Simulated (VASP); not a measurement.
# P (P2/m) in VASP: single point with PBE

Aim: the single point of P with PBE.

Program: VASP 6.6.1. These are calculated values, not measurements. Logs are shortened: lines on timing, memory, paths and dates and some standing lists are left out, and cuts for length are marked.

## (1) The cell of the first run

The structure is monoclinic, space group P2/m (No. 10). Conventional cell: a = 2.525 Å, b = 2.569 Å, c = 4.645 Å, α = 90.00°, β = 92.83°, γ = 90.00°. P (site symmetry m) has 6 P at 2.30 to 2.57 Å within 3.0 Å.

## (2) Single point, PBE (strained)

The input, INCAR:

```
SYSTEM = P
  PREC = Accurate
  ENCUT = 520
  EDIFF = 1E-6
  ISMEAR = 0
  SIGMA = 0.1
  LREAL = .False.
  LASPH = .True.
  NELM = 100
  ALGO = Normal
  ISIF = 2
  LWAVE = .False.
  LCHARG = .False.
  GGA = PE
  NBANDS = 12
```

The input, KPOINTS:

```
regular mesh
0
Gamma
  18 18 10
  0 0 0
```

The input, POSCAR:

```
P
1.0
    2.5238398537      0.0000000000      0.0652000247
    0.0000000000      2.5688016916      0.0000000000
    0.1093367991      0.0000000000      4.6440084169
P
2
Direct
    1.0117111104      0.0000000000      0.2525938124
   -0.0117111104      0.0000000000      0.7474061876
```

Potentials or basis: VASP PAW PBE potentials, release 64 (P).

Launch:

```sh
cat potpaw_PBE.64/P/POTCAR > POTCAR
mpirun -np 1 vasp_std > vasp.out
```

OUTCAR:

```text
SYSTEM = P
   PREC = Accurate
   ENCUT = 520
   EDIFF = 1E-6
   ISMEAR = 0
   LREAL = .False.
   LASPH = .True.
   NELM = 100
   ISIF = 2
   GGA = PE

 ion  position               nearest neighbor table
   1  0.012  0.000  0.253-   2 2.30   2 2.35
   2  0.988  0.000  0.747-   1 2.30   1 2.35

  LATTYP: Found a simple monoclinic cell.
 ALAT       =     2.5246818909
 B/A-ratio  =     1.0174753900
 C/A-ratio  =     1.8399527274
 COS(beta)  =    -0.0493471448

  Lattice vectors:

 A1 = (   2.5238398537,   0.0000000000,   0.0652000247)
 A2 = (   0.0000000000,  -2.5688016916,   0.0000000000)
 A3 = (  -0.1093367991,   0.0000000000,  -4.6440084169)

Analysis of symmetry for initial positions (statically):
=====================================================================
 Subroutine PRICEL returns:
 Original cell was already a primitive cell.

 Routine SETGRP: Setting up the symmetry group for a
 simple monoclinic supercell.

 Subroutine GETGRP returns: Found  4 space group operations
 (whereof  4 operations were pure point group operations)
 out of a pool of  4 trial point group operations.

The static configuration has the point symmetry C_2h.

Analysis of symmetry for dynamics (positions and initial velocities):
=====================================================================
 Subroutine PRICEL returns:
 Original cell was already a primitive cell.

 Routine SETGRP: Setting up the symmetry group for a
 simple monoclinic supercell.

 Subroutine GETGRP returns: Found  4 space group operations
 (whereof  4 operations were pure point group operations)
 out of a pool of  4 trial point group operations.

The dynamic configuration has the point symmetry C_2h.

 Subroutine INISYM returns: Found  4 space group operations
 (whereof  4 operations are pure point group operations),
 and found     1 'primitive' translations

----------------------------------------------------------------------------------------

                                     Primitive cell

  volume of cell :      30.0899

  direct lattice vectors                    reciprocal lattice vectors
     2.523839854  0.000000000  0.065200025     0.396462789  0.000000000 -0.009334172
     0.000000000  2.568801692  0.000000000     0.000000000  0.389286570  0.000000000
     0.109336799  0.000000000  4.644008417    -0.005566179  0.000000000  0.215462268

  length of vectors
     2.524681891  2.568801692  4.645295331     0.396572654  0.389286570  0.215534154

  position of ions in fractional coordinates (direct lattice)
     0.011711110  0.000000000  0.252593812
     0.988288890  0.000000000  0.747406188

  ion indices of the primitive-cell ions
   primitive index   ion index
                 1           1
                 2           2

----------------------------------------------------------------------------------------

 KPOINTS: regular mesh

Automatic generation of k-mesh.
 Grid dimensions read from file:
 generate k-points for:   18   18   10

 Generating k-lattice:

  Cartesian coordinates                     Fractional coordinates (reciprocal lattice)
     0.022025711  0.000000000 -0.000518565     0.055555556  0.000000000 -0.000000000
     0.000000000  0.021627032  0.000000000     0.000000000  0.055555556  0.000000000
    -0.000556618  0.000000000  0.021546227     0.000000000  0.000000000  0.100000000

  Length of vectors
     0.022031814  0.021627032  0.021553415

  Shift w.r.t. Gamma in fractional coordinates (k-lattice)
     0.000000000  0.000000000  0.000000000

 Subroutine IBZKPT returns following result:
 ===========================================

 Found    920 irreducible k-points:

 Following reciprocal coordinates:
            Coordinates               Weight
  0.000000  0.000000  0.000000      1.000000
  0.055556  0.000000  0.000000      2.000000
  0.111111  0.000000  0.000000      2.000000
  0.166667  0.000000  0.000000      2.000000
  0.222222  0.000000  0.000000      2.000000
  0.277778  0.000000 -0.000000      2.000000
[... 16 lines left out ...]
  0.111111  0.111111  0.000000      4.000000
  0.166667  0.111111  0.000000      4.000000
 [... further k-points ...]
   k-points           NKPTS =    920   k-points in BZ     NKDIM =    920   number of bands    NBANDS=     12
   number of dos      NEDOS =    301   number of ions     NIONS =      2
   total plane-waves  NPLWV =  14400
   dimension x,y,z NGX =    20 NGY =   20 NGZ =   36
   dimension x,y,z NGXF=    40 NGYF=   40 NGZF=   72
   ions per type =               2
   NGX,Y,Z   is equivalent  to a cutoff of  13.17, 12.94, 12.88 a.u.
   NGXF,Y,Z  is equivalent  to a cutoff of  26.34, 25.89, 25.77 a.u.
 SYSTEM =  P
   PREC   = accura    normal or accurate (medium, high low for compatibility)
   ISTART =      0    job   : 0-new  1-cont  2-samecut
   ICHARG =      2    charge: 1-file 2-atom 10-const
   ISPIN  =      1    spin polarized calculation?
   LNONCOLLINEAR =      F non collinear calculations
   LSORBIT =      F    spin-orbit coupling
   LASPH  =      T    aspherical Exc in radial PAW
   ENCUT  =  520.0 eV  38.22 Ry    6.18 a.u.   4.69  4.78  8.64*2*pi/ulx,y,z
   NELM   =    100;   NELMIN=  2; NELMDL= -5     # of ELM steps
   EDIFF  = 0.1E-05   stopping-criterion for ELM
   LREAL  =      F    real-space projection
   EDIFFG = 0.1E-04   stopping-criterion for IOM
   NSW    =      0    number of steps for IOM
   IBRION =     -1    ionic relax: 0-MD 1-quasi-New 2-CG
   NFREE  =      0    steps in history (QN), initial steepest desc. (CG)
   ISIF   =      2    stress and relaxation
   ISYM   =      2    0-nonsym 1-usesym 2-fastsym
   POTIM  = 0.5000    time-step for ionic-motion
   TEBEG  =    0.0;   TEEND  =   0.0 temperature during run
   PSTRESS=    0.0 pullay stress
   NELECT =      10.0000    total number of electrons
   NUPDOWN=      -1.0000    fix difference up-down
   EMIN   =  10.00;   EMAX   =-10.00  energy-range for DOS
   EFERMI =   0.00;   METHOD = LEGACY
   ISMEAR =     0;   SIGMA  =   0.10  broadening in eV -4-tet -1-fermi 0-gaus
   EFERMI_NEDOS =   21; number of points for ismear=-14 and -15
   IALGO  =     38    algorithm
   IMIX   =      4    mixing-type and parameters
     AMIX     =   0.40;   BMIX     =  1.00
     AMIX_MAG =   1.60;   BMIX_MAG =  1.00
  volume/ion in A,a.u.               =      15.04       101.53
  Fermi-wavevector in a.u.,A,eV,Ry     =   1.133969  2.142890 17.495532  1.285885
  Thomas-Fermi vector in A             =   2.270672
   LORBIT       =      0    0 simple, 1 ext, 2 COOP (PROOUT), +10 PAW based schemes
   GGA     = PE    functional components
   LHFCALC =     F    Hartree Fock is set to
   AEXX    =    0.0000 exact exchange contribution
   IVDW    =     0    specifies the selected vdW correction
   LEPSILON=     F    determine dielectric tensor
   LRPA    =     F    only Hartree local field effects (RPA)
 non-spin polarized calculation
 Gauss-broadening in eV      SIGMA  =   0.10
  energy-cutoff  :      520.00
  volume of cell :       30.09
 maximum number of plane-waves:       824
   NGX =  9   NGY =  9   NGZ = 17

 number of electron      10.0000002 magnetization

 Free energy of the ion-electron system (eV)
  ---------------------------------------------------
  ext. energy  EPLUGINS =         0.00000000
  ---------------------------------------------------
  free energy    TOTEN  =       -10.40130933 eV

  energy without entropy =      -10.39786527  energy(sigma->0) =      -10.39958730

 E-fermi :   9.1598     XC(G=0): -11.1268

 val. band max:        9.1583078076   @ k =   0.3333   0.1667   0.5000
 cond. band min:       9.1658988680   @ k =   0.4444   0.2222   0.0000
 fundamental gap:      0.0075910604
 Fermi energy:         9.1597896250

 k-point     1 :       0.0000    0.0000    0.0000
  band No.  band energies     occupation
      1      -7.0652      2.00000
      2      -1.6437      2.00000
      3       0.6631      2.00000
      4      12.4283      0.00000
      5      13.0993      0.00000
      6      15.4133      0.00000
      7      16.0537      0.00000
      8      16.0767      0.00000
      9      16.6878      0.00000
     10      16.7035      0.00000
     11      18.8053      0.00000
     12      21.7743      0.00000

 k-point     2 :       0.0556    0.0000    0.0000
  band No.  band energies     occupation
      1      -7.0007      2.00000
      2      -1.5797      2.00000
      3       0.7211      2.00000
      4      12.0087      0.00000
      5      12.4787      0.00000
      6      15.6239      0.00000
      7      15.7188      0.00000
      8      16.1227      0.00000
      9      16.6949      0.00000
     10      17.1075      0.00000
     11      19.5805      0.00000
     12      21.3563      0.00000

 k-point     3 :       0.1111    0.0000    0.0000
  band No.  band energies     occupation
      1      -6.8080      2.00000
      2      -1.3881      2.00000
      3       0.8936      2.00000
      4      10.2133      0.00000
      5      12.6283      0.00000
      6      14.1185      0.00000
      7      15.8968      0.00000
      8      16.2592      0.00000
      9      16.8586      0.00000
     10      18.7620      0.00000
     11      19.5453      0.00000
     12      20.7634      0.00000

 k-point     4 :       0.1667    0.0000    0.0000
  band No.  band energies     occupation
      1      -6.4897      2.00000
      2      -1.0706      2.00000
      3       1.1756      2.00000
      4       8.3808      2.00000
      5      12.4846      0.00000
      6      12.8722      0.00000
      7      16.1497      0.00000
      8      16.4812      0.00000
      9      17.0323      0.00000
     10      17.7367      0.00000
     11      20.3913      0.00000
     12      21.8080      0.00000

 k-point     5 :       0.2222    0.0000    0.0000
  band No.  band energies     occupation
      1      -6.0512      2.00000
      2      -0.6303      2.00000
      3       1.5569      2.00000
      4       6.6187      2.00000
      5      10.8732      0.00000
      6      13.2003      0.00000
      7      15.8203      0.00000
      8      16.4985      0.00000
      9      16.7790      0.00000
     10      17.4542      0.00000
     11      21.7186      0.00000
     12      22.5300      0.00000
[... 228 lines left out ...]
      1      -6.8221      2.00000
      2      -1.3949      2.00000
      3       0.8741      2.00000
      4       9.7465      0.00000
      5      13.2832      0.00000
      6      13.8342      0.00000
      7      16.1145      0.00000
      8      16.8427      0.00000
      9      16.8827      0.00000
     10      18.3197      0.00000
     11      18.9514      0.00000
     12      20.5437      0.00000

 k-point    22 :       0.0556    0.1111    0.0000
  band No.  band energies     occupation
      1      -6.7576      2.00000
      2      -1.3310      2.00000
      3       0.9319      2.00000
      4       9.7875      0.00000
      5      12.2560      0.00000
      6      13.8092      0.00000
      7      16.0908      0.00000
      8      16.8734      0.00000
      9      17.2994      0.00000
     10      18.4250      0.00000
     11      18.9918      0.00000
     12      21.0547      0.00000

 k-point    23 :       0.1111    0.1111    0.0000
  band No.  band energies     occupation
      1      -6.5650      2.00000
      2      -1.1397      2.00000
      3       1.1039      2.00000
      4       9.8039      0.00000
      5      10.6311      0.00000
      6      13.5204      0.00000
      7      15.1354      0.00000
      8      17.0260      0.00000
      9      18.2908      0.00000
     10      19.0167      0.00000
     11      19.3066      0.00000
     12      19.9958      0.00000

 k-point    24 :       0.1667    0.1111    0.0000
  band No.  band energies     occupation
      1      -6.2469      2.00000
      2      -0.8226      2.00000
      3       1.3851      2.00000
      4       8.5330      2.00000
      5      10.3443      0.00000
      6      12.4448      0.00000
      7      14.8664      0.00000
      8      17.1835      0.00000
      9      17.8938      0.00000
     10      18.6215      0.00000
     11      19.5906      0.00000
     12      20.9205      0.00000

 [... further k-points ...]
[... 5 lines left out ...]
  --------------------------------------------------------------------------------------
  -------------------------------------------------------------------------------------
  Total       -1.2977063     -1.8614736      2.4545521      0.0000000      0.0000000     -0.5955111
  in kB      -69.0980602    -99.1165824    130.6958159      0.0000000      0.0000000    -31.7087621
  external PRESSURE =     -12.5062756 kB  Pullay stress =       0.0000000 kB

 VOLUME and BASIS-vectors are now :
 -----------------------------------------------------------------------------
  energy-cutoff  :      520.00
  volume of cell :       30.09
      direct lattice vectors                 reciprocal lattice vectors
     2.523839854  0.000000000  0.065200025     0.396462789  0.000000000 -0.009334172
     0.000000000  2.568801692  0.000000000     0.000000000  0.389286570  0.000000000
     0.109336799  0.000000000  4.644008417    -0.005566179  0.000000000  0.215462268

 POSITION                                       TOTAL-FORCE (eV/Angst)
 -----------------------------------------------------------------------------------
      0.05717      0.00000      1.17381        -0.064953      0.000000     -0.099838
      2.57600      0.00000      3.53540         0.064953      0.000000      0.099838
 -----------------------------------------------------------------------------------
    total drift:                                0.000000     -0.000000     -0.000000

  FREE ENERGIE OF THE ION-ELECTRON SYSTEM (eV)
  ---------------------------------------------------
  free  energy   TOTEN  =       -10.4013093314 eV

  energy  without entropy=      -10.3978652672  energy(sigma->0) =      -10.39958730
```

It took 2.3 min on 1 thread of Intel Xeon Platinum 8488C (Sapphire Rapids), shared host; peak memory 0.34 GiB.

What came out:

```yaml
Free_energy: -10.4013 eV
Pressure: -1.3 GPa
Largest_force: 0.119 eV/Å
Band_gap_on_the_k_mesh: zero (band 5 reaches 13.64 eV, above the bottom of band 6 at 5.40 eV)
```

Forces in eV/Å, atoms in the order of the input:
```
P   -0.065  0.000 -0.100
P    0.065  0.000  0.100
```

Stress tensor (GPa, compression positive):
```
-6.91  0.00 -3.17
 0.00 -9.91  0.00
-3.17  0.00 13.07
```

Caveat: the cell differs from its parent crystal (strained).
